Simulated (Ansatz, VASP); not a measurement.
Se: VASP beside Ansatz

```
Se
1.0
    -3.02396    2.66241    1.42726
     2.66241   -3.02396    1.42726
     3.65851    3.65851   -2.08944
Se
2
Cartesian
  2.3416 -2.7031 1.4273
  0.5477 2.7492 0.3825
```

Alike in both runs: task single point; functional PBEsol; k mesh 16 × 16 × 8; occupations fermi-dirac, width 0.1 eV; no spin polarisation.

|  | VASP | Ansatz |
| --- | --- | --- |
| version | VASP 6.6.1 | Ansatz 0.2.0 |
| potentials or method | VASP PAW PBE potentials, release 64 (Se), cutoff 520 eV | plane waves (420 eV) with PAW, scalar-relativistic |
| valence electrons in the cell | 12 | 32 |

```tsv
	VASP	Ansatz	Ansatz less VASP
pressure (GPa)	-5.5	-5.6	-0.06
traceless stress, the component that is largest in VASP (GPa)	-2.82	-2.86	-0.042
```

VASP's potentials were made for PBE, not for PBEsol, and Ansatz warns of the same on its side. VASP's potentials hold 12 valence electrons a cell and Ansatz's 32, so a difference there can come from the potentials and not from the codes.
